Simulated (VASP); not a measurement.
The system is Nb.

```
Nb
1.0
     2.58052    0.00000    0.00000
     0.00000    2.58052    0.00000
     0.00000    0.00000    3.22566
Nb
1
Direct
  0.50000 0.50000 0.50000
```

The cell was built from a structure type or drawn by symmetry, and may not be a known phase.

```yaml
Program: VASP 6.6.1
Task: relaxation of cell and atoms
Functional: PBE
Potentials_or_basis: VASP PAW PBE potentials, release 64 (Nb_sv)
Cutoff: 600 eV
k_mesh: 6 × 6 × 6
Occupations: gaussian, width 0.1 eV
Spin: no spin polarisation
```

At the start: pressure 0.9 GPa; volume 21.48 Å³/atom.

How do energy, volume and symmetry change on relaxing?

Over 6 steps the energy falls by 368.1 meV/atom and the volume is 20.52 Å³/atom (-4.5 %); space group P4/mmm (No. 123, to 0.1 Å) before, Pm-3m (No. 221, to 0.1 Å).

Step by step:
| step | energy change (eV) | largest force (eV/Å) | pressure (GPa) | volume (Å³) |
| --- | --- | --- | --- | --- |
| 1 | 0.0000 | 0.0000 | 0.87 | 21.48 |
| 2 | -0.3441 | 0.0000 | -6.12 | 21.57 |
| 3 | -0.3467 | 0.0000 | -6.07 | 21.55 |
| 4 | -0.3170 | 0.0000 | 11.07 | 19.13 |
| 5 | -0.3680 | 0.0000 | -0.44 | 20.57 |
| 6 | -0.3681 | 0.0000 | -0.13 | 20.52 |

Final structure:
```cif
data_structure
_symmetry_space_group_name_H-M 'P 1'
_symmetry_Int_Tables_number 1
_cell_length_a 2.7412
_cell_length_b 2.7412
_cell_length_c 2.7309
_cell_angle_alpha 90.000
_cell_angle_beta 90.000
_cell_angle_gamma 90.000
_cell_volume 20.52
loop_
_atom_site_label
_atom_site_type_symbol
_atom_site_fract_x
_atom_site_fract_y
_atom_site_fract_z
_atom_site_occupancy
Nb1 Nb 0.50000 0.50000 0.50000 1
```

Caveat: the k points lie up to 0.38 Å⁻¹ apart in the final cell, too coarse for converged energies and pressures of a metal; a cell axis changed by over 15 % at a fixed basis, so the end point is rough.
